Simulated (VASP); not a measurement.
# AlCl3 in VASP: further runs

AlCl3 is run at these levels: revPBE+D3(BJ), PBE+D4, r2SCAN, HSE06+D3(BJ), PBE+D3(BJ); tasks: single point, relaxation of the atoms.

Everything below comes from runs of VASP 6.6.1. Logs are shortened: lines on timing, memory, paths and dates and some standing lists are left out, and cuts for length are marked.

### Step 1. The cell of the first run

The cell holds a molecule in a box, 4 atoms: a = 13.592 Å, b = 14.092 Å, c = 14.592 Å, α = 90.00°, β = 90.00°, γ = 90.00°.

### Step 2. Single point, revPBE+D3(BJ)

The input, INCAR:

```
SYSTEM = AlCl3
  PREC = Accurate
  ENCUT = 400
  EDIFF = 1E-6
  ISMEAR = 0
  SIGMA = 0.005
  LREAL = .False.
  LASPH = .True.
  NELM = 120
  ALGO = Normal
  ISIF = 2
  LWAVE = .False.
  LCHARG = .False.
  GGA = RE
  IVDW = 12
  NBANDS = 20
  GGA_COMPAT = .False.
  NELMDL = -8
```

The input, KPOINTS:

```
regular mesh
0
Gamma
  1 1 1
  0 0 0
```

The input, POSCAR:

```
AlCl3
1.0
   13.5921454378      0.0000000000      0.0000000000
    0.0000000000     14.0921454378      0.0000000000
    0.0000000000      0.0000000000     14.5921454378
Al Cl
1 3
Direct
    0.5029591600      0.5047498900      0.5006993200
    0.4104941600      0.4307549400      0.5890134800
    0.5360619200      0.4491754900      0.3722766200
    0.5623275600      0.6343240200      0.5407912200
```

Potentials or basis: VASP PAW PBE potentials, release 64 (Al, Cl).

The run is started by

```console
$ cat potpaw_PBE.64/Al/POTCAR potpaw_PBE.64/Cl/POTCAR > POTCAR
$ mpirun -np 1 vasp_gam > vasp.out
```

OUTCAR:

```text
SYSTEM = AlCl3
   PREC = Accurate
   ENCUT = 400
   EDIFF = 1E-6
   ISMEAR = 0
   LREAL = .False.
   LASPH = .True.
   NELM = 120
   ISIF = 2
   GGA = RE
   IVDW = 12
   NELMDL = -8
 IVDW          = 12

 ion  position               nearest neighbor table
   1  0.503  0.505  0.501-   3 2.08   2 2.08   4 2.08
   2  0.410  0.431  0.589-   1 2.08
   3  0.536  0.449  0.372-   1 2.08
   4  0.562  0.634  0.541-   1 2.08

  LATTYP: Found a simple orthorhombic cell.
 ALAT       =    13.5921454378
 B/A-ratio  =     1.0367859513
 C/A-ratio  =     1.0735719026

  Lattice vectors:

 A1 = (  13.5921454378,   0.0000000000,   0.0000000000)
 A2 = (   0.0000000000,  14.0921454378,   0.0000000000)
 A3 = (   0.0000000000,   0.0000000000,  14.5921454378)

Analysis of symmetry for initial positions (statically):
=====================================================================
 Subroutine PRICEL returns:
 Original cell was already a primitive cell.

 Routine SETGRP: Setting up the symmetry group for a
 simple orthorhombic supercell.

 Subroutine GETGRP returns: Found  1 space group operations
 (whereof  1 operations were pure point group operations)
 out of a pool of  8 trial point group operations.

The static configuration has the point symmetry C_1 .

Analysis of symmetry for dynamics (positions and initial velocities):
=====================================================================
 Subroutine PRICEL returns:
 Original cell was already a primitive cell.

 Routine SETGRP: Setting up the symmetry group for a
 simple orthorhombic supercell.

 Subroutine GETGRP returns: Found  1 space group operations
 (whereof  1 operations were pure point group operations)
 out of a pool of  8 trial point group operations.

The dynamic configuration has the point symmetry C_1 .

 Subroutine INISYM returns: Found  1 space group operations
 (whereof  1 operations are pure point group operations),
 and found     1 'primitive' translations

----------------------------------------------------------------------------------------

                                     Primitive cell

  volume of cell :    2795.0159

  direct lattice vectors                    reciprocal lattice vectors
[... 63 lines left out ...]
   LSORBIT =      F    spin-orbit coupling
   LASPH  =      T    aspherical Exc in radial PAW
   ENCUT  =  400.0 eV  29.40 Ry    5.42 a.u.  22.17 22.98 23.80*2*pi/ulx,y,z
   NELM   =    120;   NELMIN=  2; NELMDL= -8     # of ELM steps
   EDIFF  = 0.1E-05   stopping-criterion for ELM
   LREAL  =      F    real-space projection
   EDIFFG = 0.1E-04   stopping-criterion for IOM
   NSW    =      0    number of steps for IOM
   IBRION =     -1    ionic relax: 0-MD 1-quasi-New 2-CG
   NFREE  =      0    steps in history (QN), initial steepest desc. (CG)
   ISIF   =      2    stress and relaxation
   ISYM   =      2    0-nonsym 1-usesym 2-fastsym
   POTIM  = 0.5000    time-step for ionic-motion
   TEBEG  =    0.0;   TEEND  =   0.0 temperature during run
   PSTRESS=    0.0 pullay stress
   NELECT =      24.0000    total number of electrons
   NUPDOWN=      -1.0000    fix difference up-down
   EMIN   =  10.00;   EMAX   =-10.00  energy-range for DOS
   EFERMI =   0.00;   METHOD = LEGACY
   ISMEAR =     0;   SIGMA  =   0.01  broadening in eV -4-tet -1-fermi 0-gaus
   EFERMI_NEDOS =   21; number of points for ismear=-14 and -15
   IALGO  =     38    algorithm
   IMIX   =      4    mixing-type and parameters
     AMIX     =   0.40;   BMIX     =  1.00
     AMIX_MAG =   1.60;   BMIX_MAG =  1.00
  volume/ion in A,a.u.               =     698.75      4715.42
  Fermi-wavevector in a.u.,A,eV,Ry     =   0.335236  0.633504  1.529065  0.112383
  Thomas-Fermi vector in A             =   1.234608
   LORBIT       =      0    0 simple, 1 ext, 2 COOP (PROOUT), +10 PAW based schemes
   GGA     = RE    functional components
   LHFCALC =     F    Hartree Fock is set to
   AEXX    =    0.0000 exact exchange contribution
   IVDW    =    12    specifies the selected vdW correction
   LEPSILON=     F    determine dielectric tensor
   LRPA    =     F    only Hartree local field effects (RPA)
 non-spin polarized calculation
 Gauss-broadening in eV      SIGMA  =   0.01
  energy-cutoff  :      400.00
  volume of cell :     2795.02
 maximum number of plane-waves:     25350
 NGX is ok and might be reduce to    90
   NGX = 45   NGY = 45   NGZ = 47

 number of electron      24.0000000 magnetization

 Free energy of the ion-electron system (eV)
  ---------------------------------------------------
  ext. energy  EPLUGINS =         0.00000000
  ---------------------------------------------------
  free energy    TOTEN  =       -14.22891723 eV

  energy without entropy =      -14.22891723  energy(sigma->0) =      -14.22891723

 E-fermi :  -7.6311     XC(G=0):  -0.6401

 val. band max:       -7.6642031236   @ k =   0.0000   0.0000   0.0000
 cond. band min:      -1.9552898067   @ k =   0.0000   0.0000   0.0000
 fundamental gap:      5.7089133169
 Fermi energy:        -7.6310917565

 k-point     1 :       0.0000    0.0000    0.0000
  band No.  band energies     occupation
      1     -20.7730      2.00000
      2     -20.3825      2.00000
      3     -20.3820      2.00000
      4     -11.2136      2.00000
      5      -9.5758      2.00000
      6      -9.5753      2.00000
[... 12 lines left out ...]
     19       0.6495      0.00000
     20       0.7065      0.00000

------------------------ aborting loop because EDIFF is reached ----------------------------------------

 Edisp (eV)   -0.27287

 E8    (eV) :    -0.1912

  FORCE on cell =-STRESS in cart. coord.  units (eV):
  Direction    XX          YY          ZZ          XY          YZ          ZX
  --------------------------------------------------------------------------------------
  -------------------------------------------------------------------------------------
  Total       0.03008     0.11062     0.12618     0.07586     0.03754    -0.06239
  in kB       0.01724     0.06341     0.07233     0.04348     0.02152    -0.03576
  external pressure =        0.05 kB  Pullay stress =        0.00 kB

 VOLUME and BASIS-vectors are now :
 -----------------------------------------------------------------------------
  energy-cutoff  :      400.00
  volume of cell :     2795.02
      direct lattice vectors                 reciprocal lattice vectors
    13.592145438  0.000000000  0.000000000     0.073571903  0.000000000  0.000000000
     0.000000000 14.092145438  0.000000000     0.000000000  0.070961516  0.000000000
     0.000000000  0.000000000 14.592145438     0.000000000  0.000000000  0.068530019

 POSITION                                       TOTAL-FORCE (eV/Angst)
 -----------------------------------------------------------------------------------
      6.83629      7.11301      7.30628         0.000320     -0.000083     -0.000557
      5.57950      6.07026      8.59497        -0.041752     -0.033724      0.042782
      7.28623      6.32985      5.43231         0.014805     -0.026420     -0.061657
      7.64324      8.93899      7.89130         0.026627      0.060227      0.019432
 -----------------------------------------------------------------------------------
    total drift:                               -0.000111      0.000969      0.000182

  FREE ENERGIE OF THE ION-ELECTRON SYSTEM (eV)
  ---------------------------------------------------
  free  energy   TOTEN  =       -14.5017887211 eV

  energy  without entropy=      -14.5017887211  energy(sigma->0) =      -14.50178872
```

It took 2.2 min on 1 thread of Intel Xeon Platinum 8375C at 2.90GHz (Ice Lake), shared host; peak memory 1.4 GiB.

What came out:

```
Free energy                     : -14.5018 eV
Largest force                   : 0.069 eV/Å
Gap between the frontier levels : 5.71 eV
Dispersion energy per atom      : -0.068 eV
```

Forces on the atoms (eV/Å):
```
Al   0.000  0.000 -0.001
Cl  -0.042 -0.034  0.043
Cl   0.015 -0.026 -0.062
Cl   0.027  0.060  0.019
```

Caveat: the PAW data sets were made with another functional, which shifts forces and pressure a little.

### Step 3. Single point, PBE+D4

The input, INCAR:

```
ALGO = Normal
EDIFF = 1E-6
ENCUT = 400
GGA = PE
GGA_COMPAT = False
ISIF = 2
ISMEAR = 0
IVDW = 13
LASPH = True
LCHARG = True
LELF = True
LREAL = False
LVHAR = True
LWAVE = False
NBANDS = 20
NELM = 120
NELMDL = -8
PREC = Accurate
SIGMA = 0.005
```

The input, KPOINTS:

```
k-points
0
Gamma
  1 1 1
```

POSCAR is that of step 2.

Potentials or basis: VASP PAW PBE potentials, release 64 (Al, Cl).

The run is started by

```console
$ cat potpaw_PBE.64/Al/POTCAR potpaw_PBE.64/Cl/POTCAR > POTCAR
$ mpirun -np 1 vasp_gam > vasp.out
```

It took 3 min on 1 thread of Intel Xeon Platinum 8375C at 2.90GHz (Ice Lake), shared host; peak memory 1.3 GiB.

The run converged. Its results:

| Item | Value |
| --- | --- |
| Free energy | -14.7714 eV |
| Largest force | 0.033 eV/Å |
| Gap between the frontier levels | 5.63 eV |
| Dispersion energy per atom | -0.035 eV |

Forces in eV/Å, atoms in the order of the input:
```
Al   0.000  0.000 -0.001
Cl   0.020  0.017 -0.020
Cl  -0.007  0.012  0.030
Cl  -0.013 -0.029 -0.009
```

Levels at points of the mesh, in eV from the valence-band top:
```csv
k point,band 10,band 11,band 12,band 13,band 14,band 15
"(0.00, 0.00, 0.00)",-0.45,-0.45,0.00,5.63,5.99,7.76
```

### Step 4. Single point, r2SCAN

POSCAR is that of step 3.

The input, INCAR.step1:

```
PREC = Accurate
ENCUT = 440
ISMEAR = 0
SIGMA = 0.005
LREAL = F
LASPH = T
NELM = 120
NBANDS = 20
GGA = PE
ALGO = Normal
EDIFF = 1E-5
LWAVE = T
LCHARG = F
GGA_COMPAT = F
NELMDL = -8
```

The input, INCAR.step2:

```
PREC = Accurate
ENCUT = 440
EDIFF = 1E-6
ISMEAR = 0
SIGMA = 0.005
LREAL = F
LASPH = T
NELM = 120
ALGO = Normal
ISIF = 2
LWAVE = F
LCHARG = F
METAGGA = R2SCAN
LMIXTAU = T
NBANDS = 20
ISTART = 1
GGA_COMPAT = F
```

The input, KPOINTS:

```
regular mesh
0
Gamma
  1 1 1
```

The run is started by

```console
$ cat potpaw_PBE.64/Al/POTCAR potpaw_PBE.64/Cl/POTCAR > POTCAR
$ cp INCAR.step1 INCAR
$ mpirun -np 1 vasp_gam > vasp.out
$ cp INCAR.step2 INCAR
$ mpirun -np 1 vasp_gam > vasp.out
```

Wall time 8 min (1 thread of Intel Xeon Platinum 8375C at 2.90GHz (Ice Lake), shared host); peak memory 1.8 GiB.

Results (log left out):

```yaml
Free_energy: -30.9348 eV
Largest_force: 0.295 eV/Å
Gap_between_the_frontier_levels: 6.43 eV
```

Forces on the atoms (eV/Å):
```
Al   0.000  0.000 -0.001
Cl   0.177  0.149 -0.182
Cl  -0.063  0.110  0.266
Cl  -0.114 -0.258 -0.083
```

Levels at points of the mesh, in eV from the valence-band top:
```tsv
k point	band 8	band 9	band 10	band 11	band 12	band 13	band 14	band 15	band 16	band 17
(0.00, 0.00, 0.00)	-0.60	-0.60	-0.47	-0.47	0.00	6.43	6.68	8.35	8.88	8.93
```

Caveat: the PAW data sets were made with another functional, which shifts forces and pressure a little.

### Step 5. Single point, HSE06+D3(BJ)

POSCAR is that of step 4.

The input, INCAR.step1:

```
SYSTEM = AlCl3
PREC = Accurate
ENCUT = 400
EDIFF = 1E-5
ISMEAR = 0
SIGMA = 0.005
LREAL = .False.
LASPH = .True.
NELM = 120
ALGO = Normal
ISIF = 2
LWAVE = .True.
NBANDS = 20
GGA = PE
GGA_COMPAT = .False.
NELMDL = -8
```

The input, INCAR.step2:

```
SYSTEM = AlCl3
PREC = Accurate
ENCUT = 400
EDIFF = 1E-6
ISMEAR = 0
SIGMA = 0.005
LREAL = .False.
LASPH = .True.
NELM = 120
ALGO = Normal
ISIF = 2
LWAVE = .False.
LCHARG = .True.
GGA = PE
LHFCALC = .True.
HFSCREEN = 0.2079
PRECFOCK = Normal
IVDW = 12
VDW_S6 = 1.0
VDW_S8 = 2.31
VDW_A1 = 0.383
VDW_A2 = 5.685
LELF = .True.
LVHAR = .True.
NBANDS = 20
ISTART = 1
GGA_COMPAT = .False.
```

The input, KPOINTS:

```
regular mesh
0
Gamma
  1 1 1
  0 0 0
```

The run is started by

```console
$ cat potpaw_PBE.64/Al/POTCAR potpaw_PBE.64/Cl/POTCAR > POTCAR
$ cp INCAR.step1 INCAR
$ mpirun -np 1 vasp_gam > vasp.out
$ cp INCAR.step2 INCAR
$ mpirun -np 1 vasp_gam > vasp.out
```

Run time: 9.5 min. Hardware: 1 thread of Intel Xeon Platinum 8375C at 2.90GHz (Ice Lake), shared host; peak memory 1.4 GiB.

It converged, with:

| Property | Result |
| --- | --- |
| Free energy | -17.8934 eV |
| Largest force | 0.311 eV/Å |
| Gap between the frontier levels | 7.08 eV |
| Dispersion energy per atom | -0.028 eV |

Forces in eV/Å, atoms in the order of the input:
```
Al   0.000  0.000 -0.001
Cl   0.187  0.156 -0.192
Cl  -0.067  0.116  0.280
Cl  -0.121 -0.273 -0.087
```

Levels at points of the mesh, in eV from the valence-band top:
```tsv
k point	band 10	band 11	band 12	band 13	band 14	band 15
(0.00, 0.00, 0.00)	-0.45	-0.45	0.00	7.08	7.40	8.86
```

Caveat: the PAW data sets were made with another functional, which shifts forces and pressure a little.

### Step 6. Relaxation of the atoms, PBE+D3(BJ)

The input, INCAR:

```
PREC     = Accurate       # precision mode
ENCUT    = 450            # plane-wave cutoff, eV
EDIFF    = 1E-7           # SCF threshold, eV
ISMEAR   = 0              # smearing method
SIGMA    = 0.005          # smearing width, eV
LREAL    = False          # projectors in reciprocal space
LASPH    = True           # aspherical terms in the spheres
NELM     = 120            # most SCF steps
ALGO     = Normal         # electronic algorithm
ISIF     = 2              # what is computed and relaxed
LWAVE    = False          # write WAVECAR
LCHARG   = False          # write CHGCAR
GGA      = PE             # functional
IVDW     = 12             # dispersion correction
IBRION   = 2              # ionic algorithm
NSW      = 100            # ionic steps
EDIFFG   = -0.03          # ionic threshold
GGA_COMPAT= False        
NELMIN   = 4            
NELMDL   = -8
```

The input, KPOINTS:

```
regular mesh
0
Gamma
  1 1 1
```

The input, POSCAR:

```
AlCl3
1.0
   13.5921454378      0.0000000000      0.0000000000
    0.0000000000     14.0921454378      0.0000000000
    0.0000000000      0.0000000000     14.5921454378
Al Cl
1 3
Direct
    0.5038964700      0.5043976200      0.5020132600
    0.4151044200      0.4354465300      0.5846076100
    0.5340034700      0.4487239200      0.3744998000
    0.5588384400      0.6304362700      0.5416599700
```

Potentials or basis: VASP PAW PBE potentials, release 64 (Al, Cl).

The run is started by

```console
$ cat potpaw_PBE.64/Al/POTCAR potpaw_PBE.64/Cl/POTCAR > POTCAR
$ mpirun -np 1 vasp_gam > vasp.out
```

It took 24 min on 1 thread of Intel Xeon Platinum 8375C at 2.90GHz (Ice Lake), shared host; peak memory 1.9 GiB.

Results (log left out):

| Property | Result |
| --- | --- |
| Free energy | -14.7554 eV |
| Energy gained by relaxing | 47.0 meV/atom |
| Ionic steps | 13 |
| Largest force after relaxing | 0.020 eV/Å |
| Gap between the frontier levels | 5.65 eV |
| Dispersion energy per atom | -0.031 eV |

Forces in eV/Å, atoms in the order of the input:
```
Al   0.003 -0.007  0.019
Cl  -0.011 -0.005  0.003
Cl   0.004  0.002 -0.015
Cl   0.004  0.009 -0.007
```

Step by step:
```tsv
step	energy change (eV)	largest force (eV/Å)	pressure (GPa)
1	0.0000	2.5939	0.16
2	-0.0902	2.1335	0.00
3	-0.1545	0.8490	0.05
4	-0.1831	0.2195	-0.01
5	-0.1842	0.0821	0.00
6	-0.1851	0.0774	-0.01
7	-0.1867	0.1307	-0.01
8	-0.1874	0.0585	-0.01
9	-0.1877	0.0793	-0.01
10	-0.1880	0.0399	0.00
11	-0.1881	0.0409	0.00
12	-0.1881	0.0385	0.00
13	-0.1881	0.0201	0.00
```

Final structure:
```
Al Cl
1.0
    13.59215    0.00000    0.00000
     0.00000   14.09215    0.00000
     0.00000    0.00000   14.59215
Al Cl
1 3
Direct
  0.50287 0.50491 0.50048
  0.41074 0.43094 0.58887
  0.53602 0.44900 0.37242
  0.56221 0.63416 0.54101
```

Levels at points of the mesh, in eV from the valence-band top:
```
           k point  band 8  band 9  band 10  band 11  band 12  band 13  band 14  band 15  band 16
(0.00, 0.00, 0.00)   -0.59   -0.59    -0.46    -0.45     0.00     5.65     6.00     7.77     8.05
```

### Step 7. Overview

| task | level | cell | cutoff (eV) | grid for exact exchange (PRECFOCK) | share of exact exchange | screening parameter | gap on the mesh (eV) | largest force (eV/Å) |
| --- | --- | --- | --- | --- | --- | --- | --- | --- |
| single point | revPBE+D3(BJ) | as given, atomic positions A | 400 | - | - | - | 5.71 | 0.07 |
| single point | PBE+D4 | as given, atomic positions A | 400 | - | - | - | 5.63 | 0.03 |
| single point | r2SCAN | as given, atomic positions A | 440 | - | - | - | 6.43 | 0.29 |
| single point | HSE06+D3(BJ) | as given, atomic positions A | 400 | Normal | 0.25 | 0.2079 1/Å | 7.08 | 0.31 |
| relaxation of the atoms | PBE+D3(BJ) | atoms relaxed, atomic positions B | 450 | - | - | - | 5.65 | 0.02 |

Alike in all rows: potentials or basis VASP PAW PBE potentials, release 64 (Al, Cl); no spin polarisation; k mesh 1 × 1 × 1; smearing gaussian 0.005 eV.

On the cell as given the gap runs from 5.63 eV (PBE+D4) to 7.08 eV (HSE06+D3(BJ)).

Caveats: the PAW data sets were made with another functional, which shifts forces and pressure a little (at least some runs).

Absolute energies hang on the potentials; compare differences alone.
